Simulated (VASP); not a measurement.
Al4B3Sb: single point with PBE

Al4B3Sb:

```xyz
8
Lattice="3.0694 0.0032 0.0079 0.0030 3.2858 -0.0018 0.0274 -0.0068 11.0218" Properties=species:S:1:pos:R:3 pbc="T T T"
Al    1.5292    1.6450    5.4404
Al    1.5406   -0.0005    1.6636
Al    0.0010    1.6422    3.3187
Al    0.0441   -0.0110   10.2725
B     1.5456    1.6420    0.0605
B     1.5323    0.0014    3.8594
B     0.0081    1.6403    0.9636
Sb    0.0261   -0.0017    7.4990
```

```
Program             : VASP 6.6.1
Task                : single point
Functional          : PBE
Potentials or basis : VASP PAW PBE potentials, release 64 (Al, B, Sb)
Cutoff              : 520 eV
k mesh              : 8 × 6 × 2
Occupations         : gaussian, width 0.2 eV
Spin                : no spin polarisation
```

- Pressure: 0.0 GPa
- Largest force: 0.020 eV/Å
- Band gap on the k mesh: zero (bands 13 and 14 overlap by 3.53 eV)

Forces on the atoms (eV/Å):
```
Al  -0.002  0.001  0.004
Al  -0.004  0.003  0.003
Al   0.004 -0.001 -0.005
Al  -0.006  0.001  0.019
B    0.000 -0.002 -0.003
B    0.000 -0.001 -0.009
B    0.006  0.000  0.005
Sb   0.001 -0.001 -0.013
```

Levels at points of the mesh, in eV from the Fermi level:
| k point | band 11 | band 12 | band 13 | band 14 | band 15 | band 16 |
| --- | --- | --- | --- | --- | --- | --- |
| (0.00, 0.00, 0.00) | 0.64 | 0.94 | 1.61 | 2.18 | 2.59 | 2.80 |
| (0.50, 0.00, 0.00) | -0.15 | -0.02 | 0.46 | 1.00 | 1.22 | 2.00 |
| (0.00, 0.50, 0.00) | -2.34 | -0.17 | 0.54 | 1.97 | 2.06 | 2.48 |
| (0.50, 0.50, 0.00) | -3.73 | -2.38 | -2.00 | -1.60 | -1.36 | -0.75 |
| (0.00, 0.00, 0.50) | 0.64 | 0.89 | 1.55 | 1.74 | 2.30 | 2.80 |
| (0.50, 0.00, 0.50) | -0.44 | -0.15 | -0.02 | 0.34 | 0.46 | 3.75 |
| (0.00, 0.50, 0.50) | -1.83 | -1.73 | -0.88 | 2.06 | 3.52 | 3.91 |
| (0.50, 0.50, 0.50) | -3.54 | -2.31 | -2.25 | -1.86 | -1.79 | -0.96 |

Run time: 2.3 min on 1 thread of Intel Xeon 8259CL (shared host), peak memory 0.29 GiB.

Caveat: spin-orbit coupling is left out, which moves the levels of the heavy elements.
